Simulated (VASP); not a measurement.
# SnS: single point with PBEsol

**Experimental background.**

From “Linear dichroism of the optical properties of SnS and SnSe van der Waals crystals”, 2024, arxiv:2409.17412, for a bulk crystal of SnS at 300 K: band gap 1.09 eV (indirect).

Crystal: SnS.

```
CELL_PARAMETERS angstrom
11.09161 0.00000 0.00000
0.00000 3.98345 0.00000
0.00000 0.00000 4.23791
ATOMIC_POSITIONS crystal
Sn 0.11842 0.25000 0.11122
Sn 0.38158 0.75000 0.61122
Sn 0.61842 0.25000 0.38878
Sn 0.88158 0.75000 0.88878
S 0.85335 0.25000 0.47489
S 0.64665 0.75000 0.97489
S 0.35335 0.25000 0.02511
S 0.14665 0.75000 0.52511
```

* Program: VASP 6.6.1
* Task: single point
* Functional: PBEsol
* Potentials or basis: VASP PAW PBE potentials, release 64 (Sn_d, S)
* Cutoff: 500 eV
* k mesh: 4 × 8 × 8
* Occupations: gaussian, width 0.01 eV
* Spin: no spin polarisation

The pressure is 0.0 GPa, the largest force is 0.010 eV/Å and the band gap on the k mesh is 0.74 eV (least direct gap 1.12 eV).

Forces on the atoms (eV/Å):
```
Sn  -0.005  0.000 -0.009
Sn   0.005  0.000 -0.009
Sn  -0.005  0.000  0.009
Sn   0.005  0.000  0.009
S    0.002  0.000 -0.007
S   -0.002  0.000 -0.007
S    0.002  0.000  0.007
S   -0.002  0.000  0.007
```

Levels at points of the mesh, in eV from the valence-band top:
| k point | band 36 | band 37 | band 38 | band 39 | band 40 | band 41 | band 42 | band 43 | band 44 | band 45 |
| --- | --- | --- | --- | --- | --- | --- | --- | --- | --- | --- |
| (0.00, 0.00, 0.00) | -2.20 | -1.98 | -1.28 | -0.82 | -0.67 | 0.74 | 2.95 | 2.99 | 3.09 | 3.42 |
| (0.50, 0.00, 0.00) | -2.42 | -2.23 | -2.23 | -0.70 | -0.70 | 2.61 | 2.61 | 2.76 | 2.76 | 4.07 |
| (0.00, 0.50, 0.00) | -2.07 | -1.04 | -1.04 | -0.78 | -0.78 | 1.10 | 1.10 | 1.71 | 1.71 | 1.98 |
| (0.50, 0.50, 0.00) | -2.44 | -1.01 | -1.01 | -1.01 | -1.01 | 1.58 | 1.58 | 1.58 | 1.58 | 2.44 |
| (0.00, 0.00, 0.50) | -1.82 | -0.95 | -0.95 | -0.09 | -0.09 | 1.41 | 1.41 | 1.88 | 1.88 | 1.89 |
| (0.50, 0.00, 0.50) | -2.17 | -0.72 | -0.72 | 0.00 | 0.00 | 1.30 | 1.30 | 1.82 | 1.82 | 1.93 |
| (0.00, 0.50, 0.50) | -3.51 | -2.56 | -2.56 | -1.58 | -1.58 | 2.74 | 2.74 | 3.00 | 3.00 | 4.54 |
| (0.50, 0.50, 0.50) | -4.10 | -1.76 | -1.76 | -1.76 | -1.76 | 2.54 | 2.54 | 2.54 | 2.54 | 4.68 |

Run time: 11 min on 1 thread of Intel(R) Xeon(R) Platinum 8259CL CPU @ 2.50GHz (Skylake/Cascade Lake) (shared host), peak memory 0.58 GiB.

Measured gap of SnS: 1.09 eV (indirect; 300 K; “Linear dichroism of the optical properties of SnS and SnSe van der Waals crystals”, 2024, arxiv:2409.17412). This calculation gives 0.74 eV (-0.35 eV). 2 values of this kind are on record (1.09 to 1.16 eV); this one was drawn at random. Spin-orbit coupling on Sn is left out. The value is that of PBEsol on a finite k mesh, which can miss the band edges, without temperature or zero-point motion. Semilocal functionals fall short of measured gaps as a rule.

Caveat: semilocal functionals underestimate gaps, and a narrow one can read as zero; the PAW data sets were made with another functional, which shifts forces and pressure a little; spin-orbit coupling is left out, which moves the levels of the heavy elements.
